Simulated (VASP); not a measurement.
Input of a VASP 6.6.1 run:

The input INCAR:

```
SYSTEM = Si5S
  ALGO = Normal
  EDIFF = 1E-6
  EDIFFG = -0.04
  ENCUT = 600
  GGA = PE
  IBRION = 2
  ISIF = 3
  ISMEAR = 0
  LASPH = .True.
  LCHARG = .False.
  LREAL = .False.
  LWAVE = .False.
  NELM = 100
  NSW = 90
  PREC = Accurate
  SIGMA = 0.1
```

KPOINTS

```
k-points
0
Gamma
  6 6 4
  0 0 0
```

The input POSCAR:

```
Si5S
1.0
    5.4225391100      0.0000000000      0.0000000000
   -2.7112695600      4.6960566300      0.0000000000
    0.0000000000      0.0000000000      4.2136386400
Si S
5 1
Direct
    0.3333333300      0.6666666700      0.0000000000
    0.6666666700      0.3333333300      0.0000000000
    0.5000000000      0.0000000000      0.5000000000
    0.5000000000      0.5000000000      0.5000000000
    0.0000000000      0.5000000000      0.5000000000
    0.0000000000      0.0000000000      0.0000000000
```

Potentials or basis: VASP PAW PBE potentials, release 64 (Si, S).

Command:

```console
$ cat potpaw_PBE.64/Si/POTCAR potpaw_PBE.64/S/POTCAR > POTCAR
$ mpirun -np 1 vasp_std > vasp.out
```

Q: Estimate the space group after relaxing (to 0.05 Å).

A: P6/mmm (No. 191).

Q: What does it give for the relaxed volume?

A: 16.56 Å³/atom.

Q: What does it give for the band gap on the k mesh?

A: Zero (band 13 reaches 8.56 eV, above the bottom of band 14 at 5.39 eV).

Stress tensor (GPa, compression positive):
```
0.10 0.00 0.00
0.00 0.10 0.00
0.00 0.00 0.18
```

Caveat: the k points lie up to 0.41 Å⁻¹ apart in the final cell.
